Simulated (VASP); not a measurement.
## Ca: single point with PBE

The system is Ca.

```xyz
1
Lattice="0.0000 2.7104 2.7104 2.7104 0.0000 2.7104 2.7104 2.7104 0.0000" Properties=species:S:1:pos:R:3 pbc="T T T"
Ca    0.0000    0.0000    0.0000
```

This cell differs from its parent crystal: strain -0.030 along x and y, -0.030 along z.

```json
{"Program": "VASP 6.6.1", "Task": "single point", "Functional": "PBE", "Potentials or basis": "VASP PAW PBE potentials, release 64 (Ca_sv)", "Cutoff": "520 eV", "k mesh": "14 × 14 × 14", "Occupations": "gaussian, width 0.15 eV", "Spin": "no spin polarisation"}
```

```
Pressure               : 1.1 GPa
Band gap on the k mesh : zero (band 5 reaches 2.31 eV, above the bottom of band 6 at 2.08 eV)
```

Levels at points of the mesh, in eV from the Fermi level:
```csv
k point,band 2,band 3,band 4,band 5,band 6,band 7,band 8,band 9
"(0.00, 0.00, 0.00)",-22.79,-22.79,-22.79,-4.13,2.42,2.42,2.42,3.56
"(0.50, 0.00, 0.00)",-22.96,-22.81,-22.81,-1.01,-0.11,2.29,2.29,4.30
"(0.50, 0.50, 0.00)",-22.95,-22.85,-22.85,-0.51,0.54,1.08,4.29,4.50
```

Wall time 21 s on 1 thread of Intel(R) Xeon(R) Platinum 8488C (Sapphire Rapids) (shared host), peak memory 0.19 GiB.

Caveat: the cell differs from its parent crystal (strain -0.030 along x and y, -0.030 along z).
